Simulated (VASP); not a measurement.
Input of a VASP 6.6.1 run:

POSCAR

```
BN
1.0
    0.0000000000      1.8227362959      1.8227362959
    1.8227362959      0.0000000000      1.8227362959
    1.8227362959      1.8227362959      0.0000000000
B N
1 1
Direct
    0.0000000000      0.0000000000      0.0000000000
    0.2500000000      0.2500000000      0.2500000000
```

The input INCAR.step1:

```
ALGO = Normal
EDIFF = 1E-5
ENCUT = 1460
GGA = PE
GGA_COMPAT = F
ISMEAR = 0
LASPH = T
LCHARG = F
LREAL = F
LWAVE = T
NBANDS = 11
NELM = 120
PREC = Accurate
SIGMA = 0.02
```

INCAR.step2

```
ALGO = Normal
EDIFF = 1E-6
ENCUT = 1460
GGA_COMPAT = F
ISIF = 2
ISMEAR = 0
ISTART = 1
LASPH = T
LCHARG = F
LMIXTAU = T
LREAL = F
LWAVE = F
METAGGA = R2SCAN
NBANDS = 11
NELM = 120
PREC = Accurate
SIGMA = 0.02
```

The input KPOINTS:

```
k-points
0
Gamma
  12 12 12
```

Potentials or basis: VASP PAW PBE potentials, release 64 (B_h, N_h).

Command:

```console
$ cat potpaw_PBE.64/B_h/POTCAR potpaw_PBE.64/N_h/POTCAR > POTCAR
$ cp INCAR.step1 INCAR
$ mpirun -np 1 vasp_std > vasp.out
$ cp INCAR.step2 INCAR
$ mpirun -np 1 vasp_std > vasp.out
```

(1) Estimate the band gap on the k mesh.

(2) What does it give for the pressure?

Answers

(1) 4.96 eV (least direct gap 9.42 eV).

(2) -11.4 GPa.

Caveat: the cell stands under tension; the PAW data sets were made with another functional, which shifts forces and pressure a little.
